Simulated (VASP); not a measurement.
Ge, 2 atoms in the cell. Symmetry: I4_1/amd, No. 141, tetragonal system. The conventional cell has a = 4.298 Å, b = 4.298 Å, c = 5.383 Å, α = 90.00°, β = 90.00°, γ = 90.00°. Ge (site symmetry -4m2) has 4 Ge at 2.54 Å within 3.3 Å.  This cell differs from its parent crystal: volume 24.857 Å^3 an atom, c/a of the conventional cell 0.8857.

- Program: VASP 6.6.1
- Task: single point
- Functional: PBE
- Potentials or basis: VASP PAW PBE potentials, release 64 (Ge_d)
- Cutoff: 520 eV
- k mesh: 14 × 14 × 14
- Occupations: gaussian, width 0.15 eV
- Spin: no spin polarisation
- Dipole correction: no
- Further INCAR settings: ALGO = Normal; EDIFF = 1e-06; NBANDS = 21

Potentials or basis: VASP PAW PBE potentials, release 64 (Ge_d).

Launch:

```sh
$ cat potpaw_PBE.64/Ge_d/POTCAR > POTCAR
$ mpirun -np 1 vasp_std > vasp.out
```

Hardware: 1 thread of Intel(R) Xeon(R) 6975P-C (Granite Rapids), with other jobs on the host.

How long does it take, and how much memory?

It took 85 s on 1 thread of Intel(R) Xeon(R) 6975P-C (Granite Rapids), with other jobs on the host, peak memory 0.32 GiB. Counts: scf iterations 12, k points 244.
